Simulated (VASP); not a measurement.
# KMgF3 (Pm-3m) in VASP: further runs

KMgF3 is run at these levels: PBE; tasks: single point.

All numbers are computed with VASP 6.6.1; they aren't measurements. Logs are shortened: lines on timing, memory, paths and dates and some standing lists are left out, and cuts for length are marked.

## Step 1: The cell of the first run

The structure is cubic, space group Pm-3m (No. 221). Conventional cell: a = 3.661 Å, b = 3.661 Å, c = 3.661 Å, α = 90.00°, β = 90.00°, γ = 90.00°. K (site symmetry m-3m) has 12 F at 2.59 Å and 8 Mg at 3.17 Å within 3.4 Å. Within 2.4 Å of Mg (site symmetry m-3m) lie 6 F at 1.83 Å. F (site symmetry 4/mmm) has 2 Mg at 1.83 Å within 2.4 Å.

## Step 2: Single point, PBE

INCAR

```
PREC = Accurate ; ENCUT = 520
EDIFF = 1E-6 ; ISMEAR = 0
SIGMA = 0.01 ; LREAL = F
LASPH = T ; NELM = 80
ALGO = Normal ; ISIF = 2
LWAVE = F ; LCHARG = F
GGA = PE ; NBANDS = 24
```

KPOINTS

```
regular mesh
0
Gamma
  5 5 5
```

POSCAR

```
KMgF3
1.0
    3.6613789432      0.0000000000      0.0000000000
    0.0000000000      3.6613789432      0.0000000000
    0.0000000000      0.0000000000      3.6613789432
K Mg F
1 1 3
Direct
    0.5000000000      0.5000000000      0.5000000000
    0.0000000000      0.0000000000      0.0000000000
    0.5000000000      0.0000000000      0.0000000000
    0.0000000000      0.5000000000      0.0000000000
    0.0000000000      0.0000000000      0.5000000000
```

Potentials or basis: VASP PAW PBE potentials, release 64 (K_sv, Mg, F).

Command:

```sh
$ cat potpaw_PBE.64/K_sv/POTCAR potpaw_PBE.64/Mg/POTCAR potpaw_PBE.64/F/POTCAR > POTCAR
$ mpirun -np 1 vasp_std > vasp.out
```

OUTCAR:

```text
PREC = Accurate
   ENCUT = 520
   EDIFF = 1E-6
   ISMEAR = 0
   LREAL = F
   LASPH = T
   NELM = 80
   ISIF = 2
   GGA = PE

 ion  position               nearest neighbor table
   1  0.500  0.500  0.500-   3 2.59   4 2.59   5 2.59   3 2.59   4 2.59   3 2.59   5 2.59   3 2.59
                             4 2.59   5 2.59   4 2.59   5 2.59   2 3.17   2 3.17   2 3.17   2 3.17
   2  0.000  0.000  0.000-   3 1.83   4 1.83   5 1.83   5 1.83   4 1.83   3 1.83   1 3.17   1 3.17
                             1 3.17   1 3.17   1 3.17   1 3.17   1 3.17   1 3.17
   3  0.500  0.000  0.000-   2 1.83   2 1.83   1 2.59   1 2.59   1 2.59   1 2.59
   4  0.000  0.500  0.000-   2 1.83   2 1.83   1 2.59   1 2.59   1 2.59   1 2.59
   5  0.000  0.000  0.500-   2 1.83   2 1.83   1 2.59   1 2.59   1 2.59   1 2.59

  LATTYP: Found a simple cubic cell.
 ALAT       =     3.6613789432

  Lattice vectors:

 A1 = (   3.6613789432,   0.0000000000,   0.0000000000)
 A2 = (   0.0000000000,   3.6613789432,   0.0000000000)
 A3 = (   0.0000000000,   0.0000000000,   3.6613789432)

Analysis of symmetry for initial positions (statically):
=====================================================================
 Subroutine PRICEL returns:
 Original cell was already a primitive cell.

 Routine SETGRP: Setting up the symmetry group for a
 simple cubic supercell.

 Subroutine GETGRP returns: Found 48 space group operations
 (whereof 48 operations were pure point group operations)
 out of a pool of 48 trial point group operations.

The static configuration has the point symmetry O_h .

Analysis of symmetry for dynamics (positions and initial velocities):
=====================================================================
 Subroutine PRICEL returns:
 Original cell was already a primitive cell.

 Routine SETGRP: Setting up the symmetry group for a
 simple cubic supercell.

 Subroutine GETGRP returns: Found 48 space group operations
 (whereof 48 operations were pure point group operations)
 out of a pool of 48 trial point group operations.

The dynamic configuration has the point symmetry O_h .

 Subroutine INISYM returns: Found 48 space group operations
 (whereof 48 operations are pure point group operations),
 and found     1 'primitive' translations

----------------------------------------------------------------------------------------

                                     Primitive cell

  volume of cell :      49.0833

  direct lattice vectors                    reciprocal lattice vectors
[... 80 lines left out ...]
   EDIFFG = 0.1E-04   stopping-criterion for IOM
   NSW    =      0    number of steps for IOM
   IBRION =     -1    ionic relax: 0-MD 1-quasi-New 2-CG
   NFREE  =      0    steps in history (QN), initial steepest desc. (CG)
   ISIF   =      2    stress and relaxation
   ISYM   =      2    0-nonsym 1-usesym 2-fastsym
   POTIM  = 0.5000    time-step for ionic-motion
   TEBEG  =    0.0;   TEEND  =   0.0 temperature during run
   PSTRESS=    0.0 pullay stress
   NELECT =      32.0000    total number of electrons
   NUPDOWN=      -1.0000    fix difference up-down
   EMIN   =  10.00;   EMAX   =-10.00  energy-range for DOS
   EFERMI =   0.00;   METHOD = LEGACY
   ISMEAR =     0;   SIGMA  =   0.01  broadening in eV -4-tet -1-fermi 0-gaus
   EFERMI_NEDOS =   21; number of points for ismear=-14 and -15
   IALGO  =     38    algorithm
   IMIX   =      4    mixing-type and parameters
     AMIX     =   0.40;   BMIX     =  1.00
     AMIX_MAG =   1.60;   BMIX_MAG =  1.00
  volume/ion in A,a.u.               =       9.82        66.25
  Fermi-wavevector in a.u.,A,eV,Ry     =   1.419537  2.682537 27.416912  2.015086
  Thomas-Fermi vector in A             =   2.540547
   LORBIT       =      0    0 simple, 1 ext, 2 COOP (PROOUT), +10 PAW based schemes
   GGA     = PE    functional components
   LHFCALC =     F    Hartree Fock is set to
   AEXX    =    0.0000 exact exchange contribution
   IVDW    =     0    specifies the selected vdW correction
   LEPSILON=     F    determine dielectric tensor
   LRPA    =     F    only Hartree local field effects (RPA)
 non-spin polarized calculation
 Gauss-broadening in eV      SIGMA  =   0.01
  energy-cutoff  :      520.00
  volume of cell :       49.08
 maximum number of plane-waves:      1357
 NGX is ok and might be reduce to    28
   NGX = 13   NGY = 13   NGZ = 13

 number of electron      31.9999979 magnetization

 Free energy of the ion-electron system (eV)
  ---------------------------------------------------
  ext. energy  EPLUGINS =         0.00000000
  ---------------------------------------------------
  free energy    TOTEN  =       -22.78629160 eV

  energy without entropy =      -22.78629160  energy(sigma->0) =      -22.78629160

 E-fermi :  -0.1107     XC(G=0): -11.0212

 val. band max:       -0.1640080044   @ k =   0.4000   0.4000   0.4000
 cond. band min:       9.4922488848   @ k =   0.0000   0.0000   0.0000
 fundamental gap:      9.6562568892
 Fermi energy:        -0.1106991678

 k-point     1 :       0.0000    0.0000    0.0000
  band No.  band energies     occupation
      1     -25.3820      2.00000
      2     -20.9214      2.00000
      3     -19.9310      2.00000
      4     -19.9310      2.00000
      5      -8.8970      2.00000
      6      -8.8970      2.00000
[... 259 lines left out ...]
     23      17.9826      0.00000
     24      18.2834      0.00000

------------------------ aborting loop because EDIFF is reached ----------------------------------------

  FORCE on cell =-STRESS in cart. coord.  units (eV):
  Direction    XX          YY          ZZ          XY          YZ          ZX
  --------------------------------------------------------------------------------------
  -------------------------------------------------------------------------------------
  Total       12.2631618     12.2631618     12.2631618      0.0000000     -0.0000000      0.0000000
  in kB      400.2939284    400.2939284    400.2939284      0.0000000     -0.0000000      0.0000000
  external PRESSURE =     400.2939284 kB  Pullay stress =       0.0000000 kB

 VOLUME and BASIS-vectors are now :
 -----------------------------------------------------------------------------
  energy-cutoff  :      520.00
  volume of cell :       49.08
      direct lattice vectors                 reciprocal lattice vectors
     3.661378943  0.000000000  0.000000000     0.273121142  0.000000000  0.000000000
     0.000000000  3.661378943  0.000000000     0.000000000  0.273121142  0.000000000
     0.000000000  0.000000000  3.661378943     0.000000000  0.000000000  0.273121142

 POSITION                                       TOTAL-FORCE (eV/Angst)
 -----------------------------------------------------------------------------------
      1.83069      1.83069      1.83069         0.000000      0.000000      0.000000
      0.00000      0.00000      0.00000         0.000000      0.000000      0.000000
      1.83069      0.00000      0.00000         0.000000      0.000000      0.000000
      0.00000      1.83069      0.00000         0.000000      0.000000      0.000000
      0.00000      0.00000      1.83069         0.000000      0.000000      0.000000
 -----------------------------------------------------------------------------------
    total drift:                                0.000000      0.000000     -0.000000

  FREE ENERGIE OF THE ION-ELECTRON SYSTEM (eV)
  ---------------------------------------------------
  free  energy   TOTEN  =       -22.7862915995 eV

  energy  without entropy=      -22.7862915995  energy(sigma->0) =      -22.78629160
```

OSZICAR:

```text
N       E                     dE             d eps       ncg     rms          rms(c)
DAV:   1     0.228198503178E+03    0.22820E+03   -0.18299E+04   504   0.133E+03
DAV:   2    -0.139219076296E+02   -0.24212E+03   -0.23262E+03   576   0.356E+02
DAV:   3    -0.246684371192E+02   -0.10747E+02   -0.10677E+02   640   0.704E+01
DAV:   4    -0.251965606368E+02   -0.52812E+00   -0.52803E+00   648   0.104E+01
DAV:   5    -0.251986419664E+02   -0.20813E-02   -0.20813E-02   640   0.821E-01    0.101E+01
DAV:   6    -0.227819736994E+02    0.24167E+01   -0.67769E+00   536   0.238E+01    0.586E+00
DAV:   7    -0.227877450137E+02   -0.57713E-02   -0.52159E-01   576   0.482E+00    0.352E+00
DAV:   8    -0.227893804439E+02   -0.16354E-02   -0.10023E-01   592   0.264E+00    0.450E-01
DAV:   9    -0.227863511940E+02    0.30292E-02   -0.31676E-02   592   0.135E+00    0.197E-01
DAV:  10    -0.227862754647E+02    0.75729E-04   -0.24569E-03   576   0.399E-01    0.940E-02
DAV:  11    -0.227863238395E+02   -0.48375E-04   -0.83610E-05   592   0.763E-02    0.660E-02
DAV:  12    -0.227862915489E+02    0.32291E-04   -0.10578E-04   608   0.770E-02    0.117E-02
DAV:  13    -0.227862915995E+02   -0.50554E-07   -0.34079E-06   568   0.146E-02
   1 F= -.22786292E+02 E0= -.22786292E+02  d E =-.164318E-15
```

stdout:

```text
POSCAR found type information on POSCAR K MgF
 POSCAR found :  3 types and       5 ions
 scaLAPACK will be used
 LDA part: xc-table for (Slater+PW92), standard interpolation
 POSCAR, INCAR and KPOINTS ok, starting setup
 FFT: planning ... GRIDC
 FFT: planning ... GRID_SOFT
 FFT: planning ... GRID
 WAVECAR not read
 entering main loop
```

It took 6.8 s on 1 thread of Intel Xeon 6975P-C (Granite Rapids), shared host; peak memory 0.15 GiB.

What came out:

```
Free energy            : -22.7863 eV
Pressure               : 40.0 GPa
Band gap on the k mesh : 9.66 eV, indirect (least direct gap 9.85 eV)
```

Levels at points of the mesh, in eV from the valence-band top:
```
           k point  band 13  band 14  band 15  band 16  band 17  band 18  band 19  band 20
(0.00, 0.00, 0.00)    -0.83    -0.19    -0.19    -0.19     9.66    10.43    10.43    12.90
```

## Step 3: Single point, PBE

This run uses another cell than the first one, of 10.32 Å³/atom, 1.051 times its volume.

INCAR

```
ALGO     = Normal         # electronic algorithm
EDIFF    = 1E-6           # SCF threshold, eV
ENCUT    = 520            # plane-wave cutoff, eV
GGA      = PE             # functional
ISIF     = 2              # what is computed and relaxed
ISMEAR   = 0              # smearing method
LASPH    = T              # aspherical terms in the spheres
LCHARG   = T              # write CHGCAR
LELF     = T              # ELF
LREAL    = F              # projectors in reciprocal space
LVHAR    = T            
LWAVE    = F              # write WAVECAR
NBANDS   = 24             # bands
NELM     = 80             # most SCF steps
PREC     = Accurate       # precision mode
SIGMA    = 0.01           # smearing width, eV
```

KPOINTS

```
k-points
0
Gamma
  5 5 5
```

Changes to POSCAR since step 2:

```diff
@@ -2,5 +2,5 @@
 1.0
-    3.6613789432      0.0000000000      0.0000000000
-    0.0000000000      3.6613789432      0.0000000000
-    0.0000000000      0.0000000000      3.6613789432
+    3.7223857876      0.0000000000      0.0000000000
+    0.0000000000      3.7223857876      0.0000000000
+    0.0000000000      0.0000000000      3.7223857876
 K Mg F
```

Potentials or basis: VASP PAW PBE potentials, release 64 (K_sv, Mg, F).

Command:

```sh
$ cat potpaw_PBE.64/K_sv/POTCAR potpaw_PBE.64/Mg/POTCAR potpaw_PBE.64/F/POTCAR > POTCAR
$ mpirun -np 1 vasp_std > vasp.out
```

It took 7.1 s on 1 thread of Intel Xeon 6975P-C (Granite Rapids), shared host; peak memory 0.16 GiB.

Results (log left out):

```yaml
Free_energy: -23.3340 eV
Pressure: 29.8 GPa
Band_gap_on_the_k_mesh: 9.15 eV, indirect (least direct gap 9.37 eV)
```

Levels at points of the mesh, in eV from the valence-band top:
| k point | band 14 | band 15 | band 16 | band 17 | band 18 | band 19 |
| --- | --- | --- | --- | --- | --- | --- |
| (0.00, 0.00, 0.00) | -0.21 | -0.21 | -0.21 | 9.15 | 10.39 | 10.39 |

A k mesh can miss the band edges.

## Step 4: Single point, PBE

This run uses another cell than the first one, of 10.96 Å³/atom, 1.116 times its volume.

INCAR

```
  PREC = Accurate
  ENCUT = 520
  EDIFF = 1E-6
  ISMEAR = 0
  SIGMA = 0.01
  LREAL = False
  LASPH = True
  NELM = 100
  ALGO = Normal
  ISIF = 2
  LWAVE = False
  LCHARG = True
  GGA = PE
  LELF = True
  LVHAR = True
  NBANDS = 24
```

KPOINTS

```
Automatic mesh
0
Gamma
  5 5 5
```

Changes to POSCAR since step 3:

```diff
@@ -2,5 +2,5 @@
 1.0
-    3.7223857876      0.0000000000      0.0000000000
-    0.0000000000      3.7223857876      0.0000000000
-    0.0000000000      0.0000000000      3.7223857876
+    3.7983485192      0.0000000000      0.0000000000
+    0.0000000000      3.7983485192      0.0000000000
+    0.0000000000      0.0000000000      3.7983485192
 K Mg F
```

Potentials or basis: VASP PAW PBE potentials, release 64 (K_sv, Mg, F).

Command:

```sh
$ cat potpaw_PBE.64/K_sv/POTCAR potpaw_PBE.64/Mg/POTCAR potpaw_PBE.64/F/POTCAR > POTCAR
$ mpirun -np 1 vasp_std > vasp.out
```

OUTCAR:

```text
PREC = Accurate
   ENCUT = 520
   EDIFF = 1E-6
   ISMEAR = 0
   LREAL = False
   LASPH = True
   NELM = 100
   ISIF = 2
   GGA = PE

 ion  position               nearest neighbor table
   1  0.500  0.500  0.500-   3 2.69   4 2.69   5 2.69   3 2.69   4 2.69   3 2.69   5 2.69   3 2.69
                             4 2.69   5 2.69   4 2.69   5 2.69   2 3.29   2 3.29   2 3.29   2 3.29
   2  0.000  0.000  0.000-   3 1.90   4 1.90   5 1.90   5 1.90   4 1.90   3 1.90   1 3.29   1 3.29
                             1 3.29   1 3.29   1 3.29   1 3.29   1 3.29   1 3.29
   3  0.500  0.000  0.000-   2 1.90   2 1.90   1 2.69   1 2.69   1 2.69   1 2.69
   4  0.000  0.500  0.000-   2 1.90   2 1.90   1 2.69   1 2.69   1 2.69   1 2.69
   5  0.000  0.000  0.500-   2 1.90   2 1.90   1 2.69   1 2.69   1 2.69   1 2.69

  LATTYP: Found a simple cubic cell.
 ALAT       =     3.7983485192

  Lattice vectors:

 A1 = (   3.7983485192,   0.0000000000,   0.0000000000)
 A2 = (   0.0000000000,   3.7983485192,   0.0000000000)
 A3 = (   0.0000000000,   0.0000000000,   3.7983485192)

Analysis of symmetry for initial positions (statically):
=====================================================================
 Subroutine PRICEL returns:
[... 165 lines left out ...]
 cond. band min:       7.7074489213   @ k =   0.0000   0.0000   0.0000
 fundamental gap:      8.5799200136
 Fermi energy:        -0.8185581923

 k-point     1 :       0.0000    0.0000    0.0000
  band No.  band energies     occupation
      1     -26.2047      2.00000
      2     -21.3189      2.00000
      3     -20.4674      2.00000
      4     -20.4674      2.00000
      5      -9.7160      2.00000
      6      -9.7160      2.00000
[... 259 lines left out ...]
     23      16.0037      0.00000
     24      16.2859      0.00000

------------------------ aborting loop because EDIFF is reached ----------------------------------------

  FORCE on cell =-STRESS in cart. coord.  units (eV):
  Direction    XX          YY          ZZ          XY          YZ          ZX
  --------------------------------------------------------------------------------------
  -------------------------------------------------------------------------------------
  Total        6.7330948      6.7330948      6.7330948     -0.0000000      0.0000000      0.0000000
  in kB      196.8524753    196.8524753    196.8524753     -0.0000000      0.0000000      0.0000000
  external PRESSURE =     196.8524753 kB  Pullay stress =       0.0000000 kB

 VOLUME and BASIS-vectors are now :
 -----------------------------------------------------------------------------
  energy-cutoff  :      520.00
  volume of cell :       54.80
      direct lattice vectors                 reciprocal lattice vectors
     3.798348519  0.000000000  0.000000000     0.263272313  0.000000000  0.000000000
     0.000000000  3.798348519  0.000000000     0.000000000  0.263272313  0.000000000
     0.000000000  0.000000000  3.798348519     0.000000000  0.000000000  0.263272313

 POSITION                                       TOTAL-FORCE (eV/Angst)
 -----------------------------------------------------------------------------------
      1.89917      1.89917      1.89917         0.000000      0.000000      0.000000
      0.00000      0.00000      0.00000         0.000000      0.000000      0.000000
      1.89917      0.00000      0.00000         0.000000      0.000000      0.000000
      0.00000      1.89917      0.00000         0.000000      0.000000      0.000000
      0.00000      0.00000      1.89917         0.000000      0.000000      0.000000
 -----------------------------------------------------------------------------------
    total drift:                                0.000000      0.000000     -0.000000

  FREE ENERGIE OF THE ION-ELECTRON SYSTEM (eV)
  ---------------------------------------------------
  free  energy   TOTEN  =       -23.8348993641 eV

  energy  without entropy=      -23.8348993641  energy(sigma->0) =      -23.83489936
```

OSZICAR:

```text
N       E                     dE             d eps       ncg     rms          rms(c)
DAV:   1     0.205796726302E+03    0.20580E+03   -0.17707E+04   512   0.130E+03
DAV:   2    -0.159538918210E+02   -0.22175E+03   -0.21560E+03   584   0.344E+02
DAV:   3    -0.256552290187E+02   -0.97013E+01   -0.96475E+01   656   0.669E+01
DAV:   4    -0.260992251121E+02   -0.44400E+00   -0.44393E+00   680   0.928E+00
DAV:   5    -0.261011421428E+02   -0.19170E-02   -0.19170E-02   632   0.735E-01    0.943E+00
DAV:   6    -0.238248600729E+02    0.22763E+01   -0.68397E+00   568   0.211E+01    0.486E+00
DAV:   7    -0.238344352400E+02   -0.95752E-02   -0.44042E-01   560   0.384E+00    0.290E+00
DAV:   8    -0.238370060729E+02   -0.25708E-02   -0.87167E-02   592   0.252E+00    0.407E-01
DAV:   9    -0.238348516522E+02    0.21544E-02   -0.26807E-02   608   0.118E+00    0.173E-01
DAV:  10    -0.238348872587E+02   -0.35607E-04   -0.19208E-03   576   0.335E-01    0.911E-02
DAV:  11    -0.238349192342E+02   -0.31975E-04   -0.53360E-05   600   0.587E-02    0.722E-02
DAV:  12    -0.238348992892E+02    0.19945E-04   -0.80249E-05   552   0.662E-02    0.707E-03
DAV:  13    -0.238348993641E+02   -0.74879E-07   -0.24979E-06   576   0.122E-02
   1 F= -.23834899E+02 E0= -.23834899E+02  d E =-.859802E-16
```

stdout:

```text
POSCAR found type information on POSCAR K MgF
 POSCAR found :  3 types and       5 ions
 scaLAPACK will be used
 LDA part: xc-table for (Slater+PW92), standard interpolation
 POSCAR, INCAR and KPOINTS ok, starting setup
 FFT: planning ... GRIDC
 FFT: planning ... GRID_SOFT
 FFT: planning ... GRID
 WAVECAR not read
 entering main loop
```

It took 7.6 s on 1 thread of Intel Xeon 6975P-C (Granite Rapids), shared host; peak memory 0.15 GiB.

What came out:

```
Free energy            : -23.8349 eV
Pressure               : 19.7 GPa
Band gap on the k mesh : 8.58 eV, indirect (least direct gap 8.81 eV)
```

## Step 5: Single point, PBE

This run uses another cell than the first one, of 11.86 Å³/atom, 1.208 times its volume.

INCAR

```
PREC = Accurate
ENCUT = 520
EDIFF = 1E-7
ISMEAR = 0
SIGMA = 0.01
LREAL = F
LASPH = T
NELM = 60
ALGO = Normal
ISIF = 2
LWAVE = F
LCHARG = F
GGA = PE
NBANDS = 24
```

KPOINTS is that of step 4.

Changes to POSCAR since step 4:

```diff
@@ -2,5 +2,5 @@
 1.0
-    3.7983485192      0.0000000000      0.0000000000
-    0.0000000000      3.7983485192      0.0000000000
-    0.0000000000      0.0000000000      3.7983485192
+    3.8998226083      0.0000000000      0.0000000000
+    0.0000000000      3.8998226083      0.0000000000
+    0.0000000000      0.0000000000      3.8998226083
 K Mg F
```

Command:

```sh
$ cat potpaw_PBE.64/K_sv/POTCAR potpaw_PBE.64/Mg/POTCAR potpaw_PBE.64/F/POTCAR > POTCAR
$ mpirun -np 1 vasp_std > vasp.out
```

It took 8.8 s on 1 thread of Intel Xeon 6975P-C (Granite Rapids), shared host; peak memory 0.17 GiB.

Results (log left out):

* Free energy: -24.2483 eV
* Pressure: 9.6 GPa
* Band gap on the k mesh: 7.89 eV, indirect (least direct gap 8.14 eV)

Levels at points of the mesh, in eV from the valence-band top:
| k point | band 13 | band 14 | band 15 | band 16 | band 17 | band 18 | band 19 | band 20 |
| --- | --- | --- | --- | --- | --- | --- | --- | --- |
| (0.00, 0.00, 0.00) | -0.62 | -0.25 | -0.25 | -0.25 | 7.89 | 10.23 | 10.23 | 12.47 |

## Step 6: Overview

| cell | gap on the mesh (eV) | pressure (GPa) |
| --- | --- | --- |
| a = 3.661 Å, 5 atoms | 9.66 | 40.0 |
| a = 3.722 Å, 5 atoms | 9.15 | 29.8 |
| a = 3.798 Å, 5 atoms | 8.58 | 19.7 |
| a = 3.900 Å, 5 atoms | 7.89 | 9.6 |

Alike in all rows: task single point; level PBE; potentials or basis VASP PAW PBE potentials, release 64 (K_sv, Mg, F); no spin polarisation; k mesh 5 × 5 × 5; cutoff (eV) 520; smearing gaussian 0.01 eV.

Absolute energies hang on the potentials; compare differences alone.
